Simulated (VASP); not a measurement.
SnCl, 4 atoms in the cell. It takes space group P6_3mc (No. 186, hexagonal). Conventional cell: a = 3.498 Å, b = 3.498 Å, c = 10.062 Å, α = 90.00°, β = 90.00°, γ = 120.00°. Within 3.5 Å of Sn (site symmetry 3m) lie 4 Cl at 2.68 to 3.10 Å and 6 Sn at 3.50 Å. Within 3.5 Å of Cl (site symmetry 3m) lie 4 Sn at 2.68 to 3.10 Å and 6 Cl at 3.50 Å. 

- Program: VASP 6.6.1
- Task: relaxation of cell and atoms
- Functional: PBE
- Potentials or basis: VASP PAW PBE potentials, release 64 (Sn_d, Cl)
- Cutoff: 600 eV
- k mesh: 9 × 9 × 3
- Occupations: fermi-dirac, width 0.05 eV
- Spin: no spin polarisation
- Target pressure: 10 GPa
- Dipole correction: no
- Further INCAR settings: ALGO = Normal; EDIFF = 1e-07; IBRION = 2; EDIFFG = -0.01; NSW = 60; ISIF = 3

Potentials or basis: VASP PAW PBE potentials, release 64 (Sn_d, Cl).

Run with:

```bash
$ cat potpaw_PBE.64/Sn_d/POTCAR potpaw_PBE.64/Cl/POTCAR > POTCAR
$ mpirun -np 1 vasp_std > vasp.out
```

Hardware: 1 thread of Oxide Virtual Turin-like Processor, with other jobs on the host.

**Question.** Estimate the wall time of this run.

**Answer.** It took 5 min on 1 thread of Oxide Virtual Turin-like Processor (shared host), peak memory 0.25 GiB. Counts: scf iterations 92, k points 24, ion steps 9.
